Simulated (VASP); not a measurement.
# Al3BP4 (I-42m) in VASP: further runs

Runs on Al3BP4. Level: PBE. Tasks: single point.

Program: VASP 6.6.1. These are calculated values, not measurements. Logs are shortened: lines on timing, memory, paths and dates and some standing lists are left out, and cuts for length are marked.

### Step 1. The cell of the first run

It takes space group I-42m (No. 121, tetragonal). The conventional cell has a = 4.893 Å, b = 4.893 Å, c = 12.069 Å, α = 90.00°, β = 90.00°, γ = 90.00°. Al (site symmetry 2mm) has 4 P at 2.38 to 2.47 Å and 1 Al at 2.88 Å within 3.1 Å. Within 3.1 Å of Al (site symmetry -42m) lie 4 P at 2.34 Å and 2 Al at 2.88 Å. Within 2.7 Å of B (site symmetry -42m) lie 4 P at 2.03 Å. P (site symmetry m) has 1 B at 2.03 Å and 3 Al at 2.34 to 2.47 Å within 2.7 Å.

### Step 2. Single point, PBE

The input, INCAR:

```
ALGO     = Normal         # electronic algorithm
EDIFF    = 1E-6           # SCF threshold, eV
ENCUT    = 500            # plane-wave cutoff, eV
GGA      = PE             # functional
GGA_COMPAT= False        
ISIF     = 2              # what is computed and relaxed
ISMEAR   = 0              # smearing method
LASPH    = True           # aspherical terms in the spheres
LCHARG   = False          # write CHGCAR
LREAL    = False          # projectors in reciprocal space
LWAVE    = False          # write WAVECAR
NBANDS   = 26             # bands
NELM     = 120            # most SCF steps
PREC     = Accurate       # precision mode
SIGMA    = 0.2            # smearing width, eV
```

The input, KPOINTS:

```
k-points
0
Gamma
  4 4 4
```

The input, POSCAR:

```
Al3BP4
1.0
   -2.4465361954      2.4465361954      6.0346780854
    2.4465361954     -2.4465361954      6.0346780854
    2.4465361954      2.4465361954     -6.0346780854
Al B P
3 1 4
Direct
    0.2388266678      0.2388266678      0.0000000000
    0.7611733322      0.7611733322      0.0000000000
    0.0000000000      0.0000000000      0.0000000000
    0.5000000000      0.5000000000      0.0000000000
    0.1681833516      0.1681833516      0.5572799683
    0.6109033832      0.6109033832      0.4427200317
    0.8318166484      0.3890966168      0.0000000000
    0.3890966168      0.8318166484      0.0000000000
```

Potentials or basis: VASP PAW PBE potentials, release 64 (Al, B, P).

On the command line:

```sh
$ cat potpaw_PBE.64/Al/POTCAR potpaw_PBE.64/B/POTCAR potpaw_PBE.64/P/POTCAR > POTCAR
$ mpirun -np 1 vasp_std > vasp.out
```

OUTCAR:

```text
EDIFF = 1E-6
   ENCUT = 500
   GGA = PE
   ISIF = 2
   ISMEAR = 0
   LASPH = True
   LREAL = False
   NELM = 120
   PREC = Accurate

 ion  position               nearest neighbor table
   1  0.239  0.239  0.000-   6 2.38   5 2.38   7 2.47   8 2.47   3 2.88
   2  0.761  0.761  0.000-   7 2.38   8 2.38   6 2.47   5 2.47   3 2.88
   3  0.000  0.000  0.000-   5 2.34   7 2.34   8 2.34   6 2.34   2 2.88   1 2.88
   4  0.500  0.500  0.000-   5 2.03   7 2.03   8 2.03   6 2.03
   5  0.168  0.168  0.557-   4 2.03   3 2.34   1 2.38   2 2.47
   6  0.611  0.611  0.443-   4 2.03   3 2.34   1 2.38   2 2.47
   7  0.832  0.389  0.000-   4 2.03   3 2.34   2 2.38   1 2.47
   8  0.389  0.832  0.000-   4 2.03   3 2.34   2 2.38   1 2.47

  LATTYP: Found a body centered tetragonal cell.
 ALAT       =     4.8930723908
 C/A-ratio  =     2.4666212160

  Lattice vectors:

 A1 = (  -2.4465361954,   2.4465361954,   6.0346780854)
 A2 = (   2.4465361954,  -2.4465361954,   6.0346780854)
 A3 = (   2.4465361954,   2.4465361954,  -6.0346780854)

Analysis of symmetry for initial positions (statically):
=====================================================================
 Subroutine PRICEL returns:
 Original cell was already a primitive cell.

 Routine SETGRP: Setting up the symmetry group for a
 body centered tetragonal supercell.

 Subroutine GETGRP returns: Found  8 space group operations
 (whereof  8 operations were pure point group operations)
 out of a pool of 16 trial point group operations.

The static configuration has the point symmetry D_2d.

Analysis of symmetry for dynamics (positions and initial velocities):
=====================================================================
 Subroutine PRICEL returns:
 Original cell was already a primitive cell.

 Routine SETGRP: Setting up the symmetry group for a
 body centered tetragonal supercell.

 Subroutine GETGRP returns: Found  8 space group operations
 (whereof  8 operations were pure point group operations)
 out of a pool of 16 trial point group operations.

The dynamic configuration has the point symmetry D_2d.

 Subroutine INISYM returns: Found  8 space group operations
 (whereof  8 operations are pure point group operations),
 and found     1 'primitive' translations

----------------------------------------------------------------------------------------

                                     Primitive cell

  volume of cell :     144.4832

  direct lattice vectors                    reciprocal lattice vectors
    -2.446536195  2.446536195  6.034678085     0.000000000  0.204370571  0.082854461
     2.446536195 -2.446536195  6.034678085     0.204370571  0.000000000  0.082854461
     2.446536195  2.446536195 -6.034678085     0.204370571  0.204370571  0.000000000

  length of vectors
     6.956178427  6.956178427  6.956178427     0.220527078  0.220527078  0.289023634

  position of ions in fractional coordinates (direct lattice)
     0.238826668  0.238826668  0.000000000
     0.761173332  0.761173332  0.000000000
     0.000000000  0.000000000  0.000000000
     0.500000000  0.500000000  0.000000000
     0.168183352  0.168183352  0.557279968
     0.610903383  0.610903383  0.442720032
     0.831816648  0.389096617  0.000000000
     0.389096617  0.831816648  0.000000000

  ion indices of the primitive-cell ions
   primitive index   ion index
                 1           1
                 2           2
                 3           3
                 4           4
                 5           5
                 6           6
                 7           7
                 8           8

----------------------------------------------------------------------------------------

 KPOINTS: k-points

Automatic generation of k-mesh.
 Grid dimensions read from file:
 generate k-points for:    4    4    4

 Generating k-lattice:

  Cartesian coordinates                     Fractional coordinates (reciprocal lattice)
     0.000000000  0.051092643  0.020713615     0.250000000  0.000000000  0.000000000
     0.051092643  0.000000000  0.020713615     0.000000000  0.250000000  0.000000000
     0.051092643  0.051092643  0.000000000     0.000000000  0.000000000  0.250000000

  Length of vectors
     0.055131769  0.055131769  0.072255908

  Shift w.r.t. Gamma in fractional coordinates (k-lattice)
     0.000000000  0.000000000  0.000000000

 Subroutine IBZKPT returns following result:
 ===========================================

 Found     13 irreducible k-points:

 Following reciprocal coordinates:
            Coordinates               Weight
  0.000000  0.000000  0.000000      1.000000
  0.250000  0.000000 -0.000000      8.000000
  0.500000  0.000000 -0.000000      4.000000
  0.250000  0.250000 -0.000000      8.000000
  0.500000  0.250000 -0.000000     16.000000
 -0.250000  0.250000  0.000000      4.000000
  0.500000  0.500000 -0.000000      2.000000
  0.250000  0.250000  0.250000      2.000000
 -0.250000  0.250000  0.250000      4.000000
  0.500000  0.500000  0.250000      4.000000
 -0.250000  0.500000  0.250000      8.000000
 -0.250000 -0.250000  0.250000      2.000000
  0.500000  0.500000  0.500000      1.000000
   k-points           NKPTS =     13   k-points in BZ     NKDIM =     13   number of bands    NBANDS=     26
   number of dos      NEDOS =    301   number of ions     NIONS =      8
   total plane-waves  NPLWV = 157464
   dimension x,y,z NGX =    54 NGY =   54 NGZ =   54
   dimension x,y,z NGXF=   108 NGYF=  108 NGZF=  108
   ions per type =               3   1   4
   NGX,Y,Z   is equivalent  to a cutoff of  12.91, 12.91, 12.91 a.u.
   NGXF,Y,Z  is equivalent  to a cutoff of  25.81, 25.81, 25.81 a.u.
 SYSTEM =  unknown system
   PREC   = accura    normal or accurate (medium, high low for compatibility)
   ISTART =      0    job   : 0-new  1-cont  2-samecut
   ICHARG =      2    charge: 1-file 2-atom 10-const
   ISPIN  =      1    spin polarized calculation?
   LNONCOLLINEAR =      F non collinear calculations
   LSORBIT =      F    spin-orbit coupling
   LASPH  =      T    aspherical Exc in radial PAW
   ENCUT  =  500.0 eV  36.75 Ry    6.06 a.u.  12.68 12.68 12.68*2*pi/ulx,y,z
   NELM   =    120;   NELMIN=  2; NELMDL= -5     # of ELM steps
   EDIFF  = 0.1E-05   stopping-criterion for ELM
   LREAL  =      F    real-space projection
   EDIFFG = 0.1E-04   stopping-criterion for IOM
   NSW    =      0    number of steps for IOM
   IBRION =     -1    ionic relax: 0-MD 1-quasi-New 2-CG
   NFREE  =      0    steps in history (QN), initial steepest desc. (CG)
   ISIF   =      2    stress and relaxation
   ISYM   =      2    0-nonsym 1-usesym 2-fastsym
   POTIM  = 0.5000    time-step for ionic-motion
   TEBEG  =    0.0;   TEEND  =   0.0 temperature during run
   PSTRESS=    0.0 pullay stress
   NELECT =      32.0000    total number of electrons
   NUPDOWN=      -1.0000    fix difference up-down
   EMIN   =  10.00;   EMAX   =-10.00  energy-range for DOS
   EFERMI =   0.00;   METHOD = LEGACY
   ISMEAR =     0;   SIGMA  =   0.20  broadening in eV -4-tet -1-fermi 0-gaus
   EFERMI_NEDOS =   21; number of points for ismear=-14 and -15
   IALGO  =     38    algorithm
   IMIX   =      4    mixing-type and parameters
     AMIX     =   0.40;   BMIX     =  1.00
     AMIX_MAG =   1.60;   BMIX_MAG =  1.00
  volume/ion in A,a.u.               =      18.06       121.88
  Fermi-wavevector in a.u.,A,eV,Ry     =   0.990495  1.871764 13.348413  0.981081
  Thomas-Fermi vector in A             =   2.122170
   LORBIT       =      0    0 simple, 1 ext, 2 COOP (PROOUT), +10 PAW based schemes
   GGA     = PE    functional components
   LHFCALC =     F    Hartree Fock is set to
   AEXX    =    0.0000 exact exchange contribution
   IVDW    =     0    specifies the selected vdW correction
   LEPSILON=     F    determine dielectric tensor
   LRPA    =     F    only Hartree local field effects (RPA)
 non-spin polarized calculation
 Gauss-broadening in eV      SIGMA  =   0.20
  energy-cutoff  :      500.00
  volume of cell :      144.48
 maximum number of plane-waves:      3692
 NGX is ok and might be reduce to    54
   NGX = 25   NGY = 25   NGZ = 25

 number of electron      32.0000000 magnetization

 Free energy of the ion-electron system (eV)
  ---------------------------------------------------
  ext. energy  EPLUGINS =         0.00000000
  ---------------------------------------------------
  free energy    TOTEN  =       -38.19446153 eV

  energy without entropy =      -38.11893077  energy(sigma->0) =      -38.15669615

 E-fermi :   5.9393     XC(G=0):  -9.6736

 val. band max:        5.9198629774   @ k =   0.5000   0.2500  -0.0000
 cond. band min:       5.9412350692   @ k =   0.2500   0.0000  -0.0000
 fundamental gap:      0.0213720918
 Fermi energy:         5.9393250769

 k-point     1 :       0.0000    0.0000    0.0000
  band No.  band energies     occupation
      1      -7.5437      2.00000
      2      -5.2540      2.00000
      3      -3.9808      2.00000
      4      -3.9808      2.00000
      5      -2.3999      2.00000
      6      -1.0949      2.00000
[... 18 lines left out ...]
     25       9.1939      0.00000
     26      10.1463      0.00000

 k-point     2 :       0.2500    0.0000   -0.0000
  band No.  band energies     occupation
      1      -7.2428      2.00000
      2      -5.2638      2.00000
      3      -4.7217      2.00000
      4      -4.2934      2.00000
      5      -1.7161      2.00000
      6      -0.6803      2.00000
[... 18 lines left out ...]
     25      10.1641      0.00000
[... 289 lines left out ...]
     25      10.0025      0.00000
     26      10.0028      0.00000

 k-point    13 :       0.5000    0.5000    0.5000
  band No.  band energies     occupation
      1      -7.1324      2.00000
      2      -6.2211      2.00000
      3      -4.0062      2.00000
      4      -4.0062      2.00000
      5      -2.1525      2.00000
      6       0.0255      2.00000
[... 18 lines left out ...]
     25      10.6477      0.00000
     26      10.7901      0.00000

------------------------ aborting loop because EDIFF is reached ----------------------------------------

  FORCE on cell =-STRESS in cart. coord.  units (eV):
  Direction    XX          YY          ZZ          XY          YZ          ZX
  --------------------------------------------------------------------------------------
  -------------------------------------------------------------------------------------
  Total       -0.0333561     -0.0333561      0.4395338      0.0000000     -0.0000000      0.0000000
  in kB       -0.3698869     -0.3698869      4.8739988      0.0000000     -0.0000000      0.0000000
  external PRESSURE =       1.3780750 kB  Pullay stress =       0.0000000 kB

 VOLUME and BASIS-vectors are now :
 -----------------------------------------------------------------------------
  energy-cutoff  :      500.00
  volume of cell :      144.48
      direct lattice vectors                 reciprocal lattice vectors
    -2.446536195  2.446536195  6.034678085     0.000000000  0.204370571  0.082854461
     2.446536195 -2.446536195  6.034678085     0.204370571  0.000000000  0.082854461
     2.446536195  2.446536195 -6.034678085     0.204370571  0.204370571  0.000000000

 POSITION                                       TOTAL-FORCE (eV/Angst)
 -----------------------------------------------------------------------------------
      0.00000      0.00000      2.88248        -0.000000      0.000000     -0.052671
      0.00000      0.00000      9.18687        -0.000000      0.000000      0.052671
      0.00000      0.00000      0.00000        -0.000000      0.000000      0.000000
      0.00000      0.00000      6.03468        -0.000000      0.000000      0.000000
      1.36341      1.36341     -1.33314        -0.001298     -0.001298     -0.001621
      1.08313      1.08313      4.70154         0.001298      0.001298     -0.001621
     -1.08313      1.08313      7.36782        -0.001298      0.001298      0.001621
      1.08313     -1.08313      7.36782         0.001298     -0.001298      0.001621
 -----------------------------------------------------------------------------------
    total drift:                               -0.000000     -0.000000     -0.000000

  FREE ENERGIE OF THE ION-ELECTRON SYSTEM (eV)
  ---------------------------------------------------
  free  energy   TOTEN  =       -38.1944615262 eV

  energy  without entropy=      -38.1189307734  energy(sigma->0) =      -38.15669615
```

It took 55 s on 1 thread of Intel Xeon 6975P-C (Granite Rapids), shared host; peak memory 0.39 GiB.

What came out:

| Item | Value |
| --- | --- |
| Free energy | -38.1945 eV |
| Pressure | 0.1 GPa |
| Largest force | 0.053 eV/Å |
| Band gap on the k mesh | zero (band 16 reaches 6.77 eV, above the bottom of band 17 at 5.29 eV) |

Forces on the atoms (eV/Å):
```
Al   0.000  0.000 -0.053
Al   0.000  0.000  0.053
Al   0.000  0.000  0.000
B    0.000  0.000  0.000
P   -0.001 -0.001 -0.002
P    0.001  0.001 -0.002
P   -0.001  0.001  0.002
P    0.001 -0.001  0.002
```

Stress tensor (GPa, compression positive):
```
-0.04  0.00  0.00
 0.00 -0.04  0.00
 0.00  0.00  0.49
```

Levels at points of the mesh, in eV from the Fermi level:
```
           k point  band 14  band 15  band 16  band 17  band 18  band 19
(0.00, 0.00, 0.00)    -2.04     0.07     0.31     0.31     0.36     1.59
(0.50, 0.00, 0.00)    -1.70    -1.45    -1.28     1.03     1.31     1.61
(0.50, 0.50, 0.00)    -1.52    -1.02     0.83     1.05     1.36     1.77
(0.50, 0.50, 0.50)    -1.93    -1.27    -0.62    -0.62     0.54     0.54
```

Caveat: the k points lie up to 0.45 Å⁻¹ apart.

(Continued in part 2 of 2.)
